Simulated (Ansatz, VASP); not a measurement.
# One calculation of ZrB2, two programs

```
Zr B
1.0
     3.43929    0.00000    0.00000
    -1.71965    2.97851    0.00000
     0.00000    0.00000    3.18685
Zr B
1 2
Direct
  0.00000 0.00000 0.00000
  0.33333 0.66667 0.50000
  0.66667 0.33333 0.50000
```

Alike in both runs: task single point; functional PBEsol; k mesh 18 × 18 × 12; occupations gaussian, width 0.15 eV; no spin polarisation.

|  | VASP | Ansatz |
| --- | --- | --- |
| version | VASP 6.6.1 | Ansatz 0.2.0 |
| potentials or method | VASP PAW PBE potentials, release 64 (Zr_sv, B), cutoff 520 eV | scalar-relativistic, plane waves, PAW |
| valence electrons in the cell | 18 | 18 |

|  | VASP | Ansatz | Ansatz less VASP |
| --- | --- | --- | --- |
| gap on the k mesh at the Fermi level (eV) | none | none | - |
| pressure (GPa) | -16.2 | -16.4 | -0.27 |
| traceless stress, the component that is largest in VASP (GPa) | 35.18 | 35.18 | -0.008 |

VASP's potentials were made for PBE, not for PBEsol. A gap of «none» marks a metal or a gap that the smearing closes.
